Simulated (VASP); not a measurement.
A run of VASP 6.6.1 is set up as follows.

The input INCAR:

```
PREC = Accurate
ENCUT = 500
EDIFF = 1E-6
ISMEAR = 0
SIGMA = 0.15
LREAL = F
LASPH = T
NELM = 120
ALGO = Normal
ISIF = 2
LWAVE = F
LCHARG = F
GGA = PE
IVDW = 12
NBANDS = 17
GGA_COMPAT = F
```

Contents of KPOINTS:

```
Automatic mesh
0
Gamma
  18 18 18
```

Contents of POSCAR:

```
SnTe
1.0
    4.4166617810      0.0000000000      0.0000000000
    0.0000000000      4.4166617810      0.0000000000
    0.0000000000      0.0000000000      2.8708301577
Sn Te
1 1
Direct
    0.0000000000      0.0000000000      0.0000000000
    0.5000000000      0.5000000000      0.5000000000
```

Potentials or basis: VASP PAW PBE potentials, release 64 (Sn_d, Te).

Launch:

```bash
$ cat potpaw_PBE.64/Sn_d/POTCAR potpaw_PBE.64/Te/POTCAR > POTCAR
$ mpirun -np 1 vasp_std > vasp.out
```

Predict the pressure.

5.0 GPa.

Predict the dispersion energy per atom.

-0.446 eV.

Estimate the band gap on the k mesh.

zero (bands 10 and 11 overlap by 6.52 eV).

Stress tensor (GPa, compression positive):
```
-0.71  0.00  0.00
 0.00 -0.71  0.00
 0.00  0.00 16.46
```

Caveat: the stress differs along the axes, from -1 to 16 GPa; spin-orbit coupling is left out, which moves the levels of the heavy elements.
